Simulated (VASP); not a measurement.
Set up this calculation in VASP 6.6.1, as the native input.

```yaml
Task: single point
Functional: LDA
Potentials_or_basis: VASP PAW LDA potentials, release 64 (Pd)
Cutoff: 520 eV
k_mesh: 15 × 15 × 4
Occupations: fermi-dirac, width 0.05 eV
Spin: collinear spin
Starting_moments: "[0.5, 0.5, -0.5, -0.5] μB"
Dipole_correction: no
Further_INCAR_settings: ALGO = Normal; EDIFF = 1e-06; NBANDS = 32
```

The structure of Pd lies in POSCAR:

```
Pd
1.0
    2.7758317833      0.0000000000      0.0000000000
   -1.3879158916      2.4039408410      0.0000000000
    0.0000000000      0.0000000000      9.1787331059
Pd
4
Direct
    1.0000000000      0.0000000000      1.0000000000
    1.0000000000      1.0000000000      0.5000000000
    0.3333333333      0.6666666667      0.2500000000
    0.6666666667      0.3333333333      0.7500000000
```

This isn't the form of Pd at room conditions, which is fcc.

One way to write it, as run:

INCAR

```
SYSTEM = Pd
PREC = Accurate
ENCUT = 520
EDIFF = 1E-6
ISMEAR = -1
SIGMA = 0.05
LREAL = .FALSE.
LASPH = .TRUE.
NELM = 150
ALGO = Normal
ISIF = 2
LWAVE = .FALSE.
LCHARG = .FALSE.
ISPIN = 2
MAGMOM = 0.5 0.5 -0.5 -0.5
LORBIT = 11
LMAXMIX = 4
NBANDS = 32
```

KPOINTS

```
regular mesh
0
G
  15 15 4
  0 0 0
```

Potentials or basis: VASP PAW LDA potentials, release 64 (Pd).

The run is started by

```sh
$ cat potpaw_LDA.64/Pd/POTCAR > POTCAR
$ mpirun -np 1 vasp_std > vasp.out
```

Results of the run:

```json
{"Pressure": "-13.9 GPa", "Band gap on the k mesh": "zero (filled and empty bands overlap)", "Net moment": "0.00 μB per cell", "Valence electrons inside the program's atomic spheres": "Pd 9.36"}
```

Caveat: the cell stands under tension.

Run time: 4.4 min on 1 thread of Intel(R) Xeon(R) Platinum 8259CL CPU @ 2.50GHz (Skylake/Cascade Lake) (shared host), peak memory 0.32 GiB.
